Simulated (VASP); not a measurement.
Input of a VASP 6.6.1 run:

INCAR

```
ALGO     = Normal         # electronic algorithm
EDIFF    = 1E-7           # SCF threshold, eV
EDIFFG   = -0.01          # ionic threshold
ENCUT    = 600            # plane-wave cutoff, eV
GGA      = PS             # functional
IBRION   = 2              # ionic algorithm
ISIF     = 3              # what is computed and relaxed
ISMEAR   = -1             # smearing method
IVDW     = 13             # dispersion correction
LASPH    = T              # aspherical terms in the spheres
LCHARG   = F              # write CHGCAR
LREAL    = F              # projectors in reciprocal space
LWAVE    = F              # write WAVECAR
NELM     = 100            # most SCF steps
NSW      = 60             # ionic steps
PREC     = Accurate       # precision mode
SIGMA    = 0.05           # smearing width, eV
```

KPOINTS

```
k-points
0
Gamma
  12 12 6
```

POSCAR

```
BN
1.0
    2.5539396017      0.0000000000      0.0000000000
   -1.2769698009      2.2117765748      0.0000000000
    0.0000000000      0.0000000000      4.2268550000
N B
2 2
Direct
    0.3333333333      0.6666666667      0.1252760000
    0.6666666667      0.3333333333      0.6252760000
    0.3333333333      0.6666666667      0.4997240000
    0.6666666667      0.3333333333      0.9997240000
```

Potentials or basis: VASP PAW PBE potentials, release 64 (N, B).

Command:

```bash
$ cat potpaw_PBE.64/N/POTCAR potpaw_PBE.64/B/POTCAR > POTCAR
$ mpirun -np 1 vasp_std > vasp.out
```

**Question.** Predict the space group after relaxing (to 0.05 Å).

**Answer.** P6_3mc (No. 186).

**Question.** Estimate the relaxed cell.

**Answer.** a = 2.535 Å, b = 2.535 Å, c = 4.193 Å, α = 90.00°, β = 90.00°, γ = 120.00°.

The path:
```tsv
step	energy change (eV)	largest force (eV/Å)	pressure (GPa)	volume (Å³)
1	0.0000	0.0098	-8.80	23.88
2	0.0023	0.0480	10.18	22.76
3	-0.0154	0.0178	-0.04	23.33
4	-0.0154	0.0184	0.14	23.32
5	-0.0154	0.0209	-0.14	23.33
6	-0.0154	0.0008	0.01	23.33
```

Caveat: the PAW data sets were made with another functional, which shifts forces and pressure a little.
